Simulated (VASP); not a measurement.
BP: single point with PBE

The system is BP.

```
B P
1.0
     3.14858    0.00000    0.00000
    -1.57429    2.72675    0.00000
     0.00000    0.00000    9.66397
B P
2 2
Direct
  0.33333 0.66667 0.25000
  0.66667 0.33333 0.75000
  0.66667 0.33333 0.25000
  0.33333 0.66667 0.75000
```

| Property | Result |
| --- | --- |
| Program | VASP 6.6.1 |
| Task | single point |
| Functional | PBE |
| Potentials or basis | VASP PAW PBE potentials, release 64 (B, P) |
| Cutoff | 520 eV |
| k mesh | 9 × 9 × 2 |
| Occupations | gaussian, width 0.01 eV |
| Spin | no spin polarisation |
| Dipole correction | no |
| Further INCAR settings | ALGO = Normal; EDIFF = 1e-07; NBANDS = 16 |

```yaml
Pressure: 5.6 GPa
Band_gap_on_the_k_mesh: 0.83 eV
```

Stress tensor (GPa, compression positive):
```
8.45 0.00 0.00
0.00 8.45 0.00
0.00 0.00 0.01
```

Levels at points of the mesh, in eV from the valence-band top:
```
           k point  band 5  band 6  band 7  band 8  band 9  band 10  band 11  band 12
(0.00, 0.00, 0.00)   -1.62   -1.62   -1.61   -1.61    3.11     4.83     4.83     4.85
(0.00, 0.00, 0.50)   -1.61   -1.61   -1.61   -1.61    4.27     4.27     4.84     4.84
```

Run time: 17 s on 1 thread of AMD EPYC 9R45 96-Core Processor (Zen 5), on a shared host, peak memory 0.16 GiB.

Caveat: the stress differs along the axes, from 0 to 8 GPa; this functional lacks dispersion, which binds layers or chains, so the pressure and a relaxed spacing across them are unreliable. A k mesh can miss the band edges.
